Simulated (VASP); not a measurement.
## AlN: single point with r2SCAN

Crystal: AlN.

```
Al N
1.0
     0.00000    2.17398    2.17398
     2.18490   -0.01092    2.18490
     2.18490    2.18490   -0.01092
Al N
1 1
Direct
  0.00000 0.00000 0.00000
  0.75000 0.75000 0.75000
```

This cell differs from its parent crystal: strain -0.0100 x Voigt [0, 0, 0, 1, 0, 0].

```
Program             : VASP 6.6.1
Task                : single point
Functional          : r2SCAN
Potentials or basis : VASP PAW PBE potentials, release 64 (Al, N)
Cutoff              : 520 eV
k mesh              : 10 × 10 × 10
Occupations         : gaussian, width 0.05 eV
Spin                : no spin polarisation
```

```
Pressure               : -0.4 GPa
Largest force          : 0.087 eV/Å
Band gap on the k mesh : 3.90 eV, indirect (least direct gap 4.85 eV)
```

Forces in eV/Å, atoms in the order of the input:
```
Al   0.087  0.000  0.000
N   -0.087  0.000  0.000
```

Stress tensor (GPa, compression positive):
```
-0.38  0.00  0.00
 0.00 -0.36  2.37
 0.00  2.37 -0.36
```

Levels at points of the mesh, in eV from the valence-band top:
| k point | band 1 | band 2 | band 3 | band 4 | band 5 | band 6 | band 7 | band 8 |
| --- | --- | --- | --- | --- | --- | --- | --- | --- |
| (0.00, 0.00, 0.00) | -15.76 | -0.06 | -0.03 | 0.00 | 4.85 | 13.34 | 13.48 | 13.62 |
| (0.50, 0.00, 0.00) | -13.73 | -5.90 | -0.54 | -0.53 | 8.12 | 10.78 | 11.80 | 11.91 |
| (0.00, 0.50, 0.00) | -13.77 | -5.93 | -0.50 | -0.49 | 8.22 | 10.79 | 11.91 | 12.02 |
| (0.50, 0.50, 0.00) | -13.12 | -4.97 | -1.83 | -1.83 | 3.91 | 9.44 | 15.15 | 16.91 |
| (0.00, 0.50, 0.50) | -13.13 | -4.97 | -1.89 | -1.77 | 3.90 | 9.45 | 15.16 | 16.88 |

It took 80 s on 1 thread of Intel(R) Xeon(R) Platinum 8259CL CPU @ 2.50GHz (Skylake/Cascade Lake), with other jobs on the host, peak memory 0.16 GiB.

Caveat: the cell differs from its parent crystal (strain -0.0100 x Voigt [0, 0, 0, 1, 0, 0]); the PAW data sets were made with another functional, which shifts forces and pressure a little. A k mesh can miss the band edges.
